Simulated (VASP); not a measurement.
# Br (P6_3/mmc) in VASP: further runs

The runs below take Br through single point, with PBEsol.

Everything below comes from runs of VASP 6.6.1. Logs are shortened: lines on timing, memory, paths and dates and some standing lists are left out, and cuts for length are marked.

### Step 1. The cell of the first run

The structure is hexagonal, space group P6_3/mmc (No. 194). The conventional cell has a = 3.869 Å, b = 3.869 Å, c = 10.537 Å, α = 90.00°, β = 90.00°, γ = 120.00°. Br (site symmetry -6m2) has 3 Br at 2.23 Å within 3.0 Å. Within 3.0 Å of Br (site symmetry -6m2) lie 3 Br at 2.23 Å.

### Step 2. Single point, PBEsol

INCAR

```
PREC     = Accurate       # precision mode
ENCUT    = 520            # plane-wave cutoff, eV
EDIFF    = 1E-7           # SCF threshold, eV
ISMEAR   = 0              # smearing method
SIGMA    = 0.1            # smearing width, eV
LREAL    = F              # projectors in reciprocal space
LASPH    = T              # aspherical terms in the spheres
NELM     = 60             # most SCF steps
ALGO     = Normal         # electronic algorithm
ISIF     = 2              # what is computed and relaxed
LWAVE    = F              # write WAVECAR
LCHARG   = F              # write CHGCAR
GGA      = PS             # functional
NBANDS   = 22             # bands
```

KPOINTS

```
Automatic mesh
0
Gamma
  6 6 2
```

POSCAR

```
Br
1.0
    3.8687916486      0.0000000000      0.0000000000
   -1.9343958243      3.3504718496      0.0000000000
    0.0000000000      0.0000000000     10.5369528640
Br
4
Direct
    0.0000000000      0.0000000000      0.2500000000
    0.0000000000      0.0000000000      0.7500000000
    0.3333333333      0.6666666667      0.7500000000
    0.6666666667      0.3333333333      0.2500000000
```

Potentials or basis: VASP PAW PBE potentials, release 64 (Br).

Run with:

```bash
> cat potpaw_PBE.64/Br/POTCAR > POTCAR
> mpirun -np 1 vasp_std > vasp.out
```

OUTCAR:

```text
PREC = Accurate
   ENCUT = 520
   EDIFF = 1E-7
   ISMEAR = 0
   LREAL = F
   LASPH = T
   NELM = 60
   ISIF = 2
   GGA = PS

 ion  position               nearest neighbor table
   1  0.000  0.000  0.250-   4 2.23   4 2.23   4 2.23
   2  0.000  0.000  0.750-   3 2.23   3 2.23   3 2.23
   3  0.333  0.667  0.750-   2 2.23   2 2.23   2 2.23
   4  0.667  0.333  0.250-   1 2.23   1 2.23   1 2.23

  LATTYP: Found a hexagonal cell.
 ALAT       =     3.8687916486
 C/A-ratio  =     2.7235772358

  Lattice vectors:

 A1 = (   3.8687916486,   0.0000000000,   0.0000000000)
 A2 = (  -1.9343958243,   3.3504718496,   0.0000000000)
 A3 = (   0.0000000000,   0.0000000000,  10.5369528640)

Analysis of symmetry for initial positions (statically):
=====================================================================
 Subroutine PRICEL returns:
 Original cell was already a primitive cell.

 Routine SETGRP: Setting up the symmetry group for a
 hexagonal supercell.

 Subroutine GETGRP returns: Found 24 space group operations
 (whereof 12 operations were pure point group operations)
 out of a pool of 24 trial point group operations.

The static configuration has the point symmetry D_3d.
 The point group associated with its full space group is D_6h.

Analysis of symmetry for dynamics (positions and initial velocities):
=====================================================================
 Subroutine PRICEL returns:
 Original cell was already a primitive cell.

 Routine SETGRP: Setting up the symmetry group for a
 hexagonal supercell.

 Subroutine GETGRP returns: Found 24 space group operations
 (whereof 12 operations were pure point group operations)
 out of a pool of 24 trial point group operations.

The dynamic configuration has the point symmetry D_3d.
 The point group associated with its full space group is D_6h.

 Subroutine INISYM returns: Found 24 space group operations
 (whereof 12 operations are pure point group operations),
 and found     1 'primitive' translations

----------------------------------------------------------------------------------------

                                     Primitive cell

  volume of cell :     136.5829

  direct lattice vectors                    reciprocal lattice vectors
     3.868791649  0.000000000  0.000000000     0.258478639  0.149232712  0.000000000
    -1.934395824  3.350471850  0.000000000     0.000000000  0.298465424  0.000000000
     0.000000000  0.000000000 10.536952864     0.000000000  0.000000000  0.094904097

  length of vectors
     3.868791649  3.868791649 10.536952864     0.298465424  0.298465424  0.094904097

  position of ions in fractional coordinates (direct lattice)
     0.000000000  0.000000000  0.250000000
     0.000000000  0.000000000  0.750000000
     0.333333333  0.666666667  0.750000000
     0.666666667  0.333333333  0.250000000

  ion indices of the primitive-cell ions
   primitive index   ion index
                 1           1
                 2           2
                 3           3
                 4           4

----------------------------------------------------------------------------------------

 KPOINTS: Automatic mesh

Automatic generation of k-mesh.
 Grid dimensions read from file:
 generate k-points for:    6    6    2

 Generating k-lattice:

  Cartesian coordinates                     Fractional coordinates (reciprocal lattice)
     0.043079773  0.024872119  0.000000000     0.166666667  0.000000000  0.000000000
     0.000000000  0.049744237  0.000000000     0.000000000  0.166666667  0.000000000
     0.000000000  0.000000000  0.047452049     0.000000000  0.000000000  0.500000000

  Length of vectors
     0.049744237  0.049744237  0.047452049

  Shift w.r.t. Gamma in fractional coordinates (k-lattice)
     0.000000000  0.000000000  0.000000000

 Subroutine IBZKPT returns following result:
 ===========================================

 Found     14 irreducible k-points:

 Following reciprocal coordinates:
            Coordinates               Weight
  0.000000  0.000000  0.000000      1.000000
  0.166667 -0.000000  0.000000      6.000000
  0.333333  0.000000  0.000000      6.000000
  0.500000  0.000000  0.000000      3.000000
  0.166667  0.166667  0.000000      6.000000
  0.333333  0.166667  0.000000     12.000000
  0.333333  0.333333  0.000000      2.000000
  0.000000  0.000000  0.500000      1.000000
  0.166667 -0.000000  0.500000      6.000000
  0.333333  0.000000  0.500000      6.000000
  0.500000  0.000000  0.500000      3.000000
  0.166667  0.166667  0.500000      6.000000
  0.333333  0.166667  0.500000     12.000000
  0.333333  0.333333  0.500000      2.000000
   k-points           NKPTS =     14   k-points in BZ     NKDIM =     14   number of bands    NBANDS=     22
   number of dos      NEDOS =    301   number of ions     NIONS =      4
   total plane-waves  NPLWV =  72000
   dimension x,y,z NGX =    30 NGY =   30 NGZ =   80
   dimension x,y,z NGXF=    60 NGYF=   60 NGZF=  160
   ions per type =               4
   NGX,Y,Z   is equivalent  to a cutoff of  12.89, 12.89, 12.62 a.u.
   NGXF,Y,Z  is equivalent  to a cutoff of  25.78, 25.78, 25.24 a.u.
 SYSTEM =  unknown system
   PREC   = accura    normal or accurate (medium, high low for compatibility)
   ISTART =      0    job   : 0-new  1-cont  2-samecut
   ICHARG =      2    charge: 1-file 2-atom 10-const
   ISPIN  =      1    spin polarized calculation?
   LNONCOLLINEAR =      F non collinear calculations
   LSORBIT =      F    spin-orbit coupling
   LASPH  =      T    aspherical Exc in radial PAW
   ENCUT  =  520.0 eV  38.22 Ry    6.18 a.u.   7.19  7.19 19.59*2*pi/ulx,y,z
   NELM   =     60;   NELMIN=  2; NELMDL= -5     # of ELM steps
   EDIFF  = 0.1E-06   stopping-criterion for ELM
   LREAL  =      F    real-space projection
   EDIFFG = 0.1E-05   stopping-criterion for IOM
   NSW    =      0    number of steps for IOM
   IBRION =     -1    ionic relax: 0-MD 1-quasi-New 2-CG
   NFREE  =      0    steps in history (QN), initial steepest desc. (CG)
   ISIF   =      2    stress and relaxation
   ISYM   =      2    0-nonsym 1-usesym 2-fastsym
   POTIM  = 0.5000    time-step for ionic-motion
   TEBEG  =    0.0;   TEEND  =   0.0 temperature during run
   PSTRESS=    0.0 pullay stress
   NELECT =      28.0000    total number of electrons
   NUPDOWN=      -1.0000    fix difference up-down
   EMIN   =  10.00;   EMAX   =-10.00  energy-range for DOS
   EFERMI =   0.00;   METHOD = LEGACY
   ISMEAR =     0;   SIGMA  =   0.10  broadening in eV -4-tet -1-fermi 0-gaus
   EFERMI_NEDOS =   21; number of points for ismear=-14 and -15
   IALGO  =     38    algorithm
   IMIX   =      4    mixing-type and parameters
     AMIX     =   0.40;   BMIX     =  1.00
     AMIX_MAG =   1.60;   BMIX_MAG =  1.00
  volume/ion in A,a.u.               =      34.15       230.43
  Fermi-wavevector in a.u.,A,eV,Ry     =   0.965299  1.824151 12.677950  0.931803
  Thomas-Fermi vector in A             =   2.095004
   LORBIT       =      0    0 simple, 1 ext, 2 COOP (PROOUT), +10 PAW based schemes
   GGA     = PS    functional components
   LHFCALC =     F    Hartree Fock is set to
   AEXX    =    0.0000 exact exchange contribution
   IVDW    =     0    specifies the selected vdW correction
   LEPSILON=     F    determine dielectric tensor
   LRPA    =     F    only Hartree local field effects (RPA)
 non-spin polarized calculation
 Gauss-broadening in eV      SIGMA  =   0.10
  energy-cutoff  :      520.00
  volume of cell :      136.58
 maximum number of plane-waves:      3714
 NGX is ok and might be reduce to    30
   NGX = 15   NGY = 15   NGZ = 39

 number of electron      27.9999994 magnetization

 Free energy of the ion-electron system (eV)
  ---------------------------------------------------
  ext. energy  EPLUGINS =         0.00000000
  ---------------------------------------------------
  free energy    TOTEN  =         1.75627134 eV

  energy without entropy =        1.77458327  energy(sigma->0) =        1.76542730

 E-fermi :   1.8767     XC(G=0):  -7.1436

 val. band max:        1.7320880392   @ k =   0.0000   0.0000   0.0000
 cond. band min:       1.9035909292   @ k =   0.3333   0.0000   0.0000
 fundamental gap:      0.1715028900
 Fermi energy:         1.8767424003

 k-point     1 :       0.0000    0.0000    0.0000
  band No.  band energies     occupation
      1     -18.6957      2.00000
      2     -18.6922      2.00000
      3      -9.9264      2.00000
      4      -9.9250      2.00000
      5      -6.1419      2.00000
      6      -6.1419      2.00000
[... 14 lines left out ...]
     21       8.9368      0.00000
     22      10.6335      0.00000

 k-point     2 :       0.1667   -0.0000    0.0000
  band No.  band energies     occupation
      1     -18.4124      2.00000
      2     -18.4090      2.00000
      3     -11.3871      2.00000
      4     -11.3856      2.00000
      5      -6.4695      2.00000
      6      -6.4670      2.00000
[... 14 lines left out ...]
     21       9.8812      0.00000
     22       9.9454      0.00000

 k-point     3 :       0.3333    0.0000    0.0000
  band No.  band energies     occupation
      1     -17.6214      2.00000
      2     -17.6183      2.00000
      3     -13.5285      2.00000
      4     -13.5267      2.00000
      5      -6.9950      2.00000
      6      -6.9917      2.00000
[... 14 lines left out ...]
     21       9.0079      0.00000
     22       9.4693      0.00000
[... 226 lines left out ...]
 k-point    13 :       0.3333    0.1667    0.5000
  band No.  band energies     occupation
      1     -16.9213      2.00000
      2     -16.9213      2.00000
      3     -14.6660      2.00000
      4     -14.6660      2.00000
      5      -7.7081      2.00000
      6      -7.7081      2.00000
[... 14 lines left out ...]
     21       8.4329      0.00000
     22       8.4329      0.00000

 k-point    14 :       0.3333    0.3333    0.5000
  band No.  band energies     occupation
      1     -15.8782      2.00000
      2     -15.8782      2.00000
      3     -15.8781      2.00000
      4     -15.8781      2.00000
      5      -8.1701      2.00000
      6      -8.1701      2.00000
[... 14 lines left out ...]
     21       8.8888      0.00000
     22       8.8888      0.00000

------------------------ aborting loop because EDIFF is reached ----------------------------------------

  FORCE on cell =-STRESS in cart. coord.  units (eV):
  Direction    XX          YY          ZZ          XY          YZ          ZX
  --------------------------------------------------------------------------------------
  -------------------------------------------------------------------------------------
  Total       44.0921724     44.0921724     -0.0639309      0.0000000      0.0000000      0.0000000
  in kB      517.2204963    517.2204963     -0.7499373      0.0000000      0.0000000      0.0000000
  external PRESSURE =     344.5636851 kB  Pullay stress =       0.0000000 kB

 VOLUME and BASIS-vectors are now :
 -----------------------------------------------------------------------------
  energy-cutoff  :      520.00
  volume of cell :      136.58
      direct lattice vectors                 reciprocal lattice vectors
     3.868791649  0.000000000  0.000000000     0.258478639  0.149232712  0.000000000
    -1.934395824  3.350471850  0.000000000     0.000000000  0.298465424  0.000000000
     0.000000000  0.000000000 10.536952864     0.000000000  0.000000000  0.094904097

 POSITION                                       TOTAL-FORCE (eV/Angst)
 -----------------------------------------------------------------------------------
      0.00000      0.00000      2.63424         0.000000     -0.000000      0.000000
      0.00000      0.00000      7.90271         0.000000      0.000000     -0.000000
     -0.00000      2.23365      7.90271        -0.000000      0.000000     -0.000000
      1.93440      1.11682      2.63424        -0.000000     -0.000000     -0.000000
 -----------------------------------------------------------------------------------
    total drift:                                0.000000     -0.000000      0.000000

  FREE ENERGIE OF THE ION-ELECTRON SYSTEM (eV)
  ---------------------------------------------------
  free  energy   TOTEN  =         1.7562713366 eV

  energy  without entropy=        1.7745832715  energy(sigma->0) =        1.76542730
```

Run time: 35 s. Hardware: 1 thread of Intel Xeon Platinum 8488C (Sapphire Rapids), shared host; peak memory 0.24 GiB.

Results:

```yaml
Free_energy: 1.7563 eV
Pressure: 34.5 GPa
Band_gap_on_the_k_mesh: zero (band 14 reaches 3.65 eV, above the bottom of band 15 at 1.34 eV)
```

Stress tensor (GPa, compression positive):
```
51.72  0.00  0.00
 0.00 51.72  0.00
 0.00  0.00 -0.07
```

Caveat: the PAW data sets were made with another functional, which shifts forces and pressure a little; this functional lacks dispersion, which binds the layers, so the pressure and a relaxed spacing across them are unreliable.

### Step 3. Single point, PBEsol

This run uses another cell than the first one, of 40.41 Å³/atom, 1.183 times its volume.

INCAR

```
SYSTEM = Br
  PREC = Accurate
  ENCUT = 520
  EDIFF = 1E-6
  ISMEAR = 0
  SIGMA = 0.1
  LREAL = .False.
  LASPH = .True.
  NELM = 80
  ALGO = Normal
  ISIF = 2
  LWAVE = .False.
  LCHARG = .False.
  GGA = PS
  NBANDS = 22
```

KPOINTS

```
Automatic mesh
0
Gamma
  6 6 2
  0 0 0
```

POSCAR

```
Br
1.0
    4.8093403624      0.0000000000      0.0000000000
   -2.4046701812      4.1650109293      0.0000000000
    0.0000000000      0.0000000000      8.0688792132
Br
4
Direct
    0.0000000000      0.0000000000      0.2500000000
    0.0000000000      0.0000000000      0.7500000000
    0.3333333333      0.6666666667      0.7500000000
    0.6666666667      0.3333333333      0.2500000000
```

Potentials or basis: VASP PAW PBE potentials, release 64 (Br).

Run with:

```bash
> cat potpaw_PBE.64/Br/POTCAR > POTCAR
> mpirun -np 1 vasp_std > vasp.out
```

It took 30 s on 1 thread of Intel Xeon Platinum 8488C (Sapphire Rapids), shared host; peak memory 0.25 GiB.

Results (log left out):

| Item | Value |
| --- | --- |
| Free energy | -5.8913 eV |
| Pressure | 0.1 GPa |
| Band gap on the k mesh | zero (band 14 reaches -1.26 eV, above the bottom of band 15 at -1.30 eV) |

Stress tensor (GPa, compression positive):
```
0.20 0.00 0.00
0.00 0.20 0.00
0.00 0.00 0.02
```

Levels at points of the mesh, in eV from the Fermi level:
| k point | band 11 | band 12 | band 13 | band 14 | band 15 | band 16 | band 17 | band 18 |
| --- | --- | --- | --- | --- | --- | --- | --- | --- |
| (0.00, 0.00, 0.00) | -0.34 | -0.13 | -0.13 | -0.08 | -0.08 | 0.05 | 5.06 | 7.50 |
| (0.50, 0.00, 0.00) | -1.18 | -0.87 | -0.07 | -0.07 | 1.25 | 1.28 | 6.87 | 7.03 |
| (0.00, 0.00, 0.50) | -0.16 | -0.16 | -0.10 | -0.10 | -0.10 | -0.10 | 6.44 | 6.44 |
| (0.50, 0.00, 0.50) | -1.16 | -1.16 | -0.07 | -0.07 | 1.27 | 1.27 | 7.20 | 7.20 |

Caveat: the k points lie up to 0.39 Å⁻¹ apart; the PAW data sets were made with another functional, which shifts forces and pressure a little; this functional lacks dispersion, which binds the layers, so the pressure and a relaxed spacing across them are unreliable.
